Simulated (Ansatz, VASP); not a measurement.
**One calculation of SiC5, two programs**

```
Si C
1.0
     3.33377    0.00000    0.00000
    -1.66688    2.88713    0.00000
     0.00000    0.00000    8.40532
Si C
1 5
Direct
  0.00000 0.00000 0.00000
  0.33333 0.66667 0.00000
  0.66667 0.33333 0.00000
  0.50000 0.00000 0.50000
  0.50000 0.50000 0.50000
  0.00000 0.50000 0.50000
```

Change from the starting cell: species swapped into the HoNi5 type (P6/mmm, No. 191).

Alike in both runs: functional PBE; k mesh 6 × 6 × 4; occupations gaussian, width 0.1 eV; no spin polarisation.

Ansatz relaxed the structure, and its values are those at the end. VASP's run is a single point on that final structure, the one shown.

|  | VASP | Ansatz |
| --- | --- | --- |
| version | VASP 6.6.1 | Ansatz 0.2.0 |
| potentials or method | VASP PAW PBE potentials, release 64 (Si, C), cutoff 520 eV | scalar-relativistic, plane waves, PAW |
| valence electrons in the cell | 24 | 24 |

|  | VASP | Ansatz | Ansatz less VASP |
| --- | --- | --- | --- |
| gap on the k mesh at the Fermi level (eV) | none | none | - |
| pressure (GPa) | 0.0 | -0.1 | -0.02 |

A gap of «none» marks a metal or a gap that the smearing closes.

The k mesh is coarse, so the values compare programs but aren't converged.
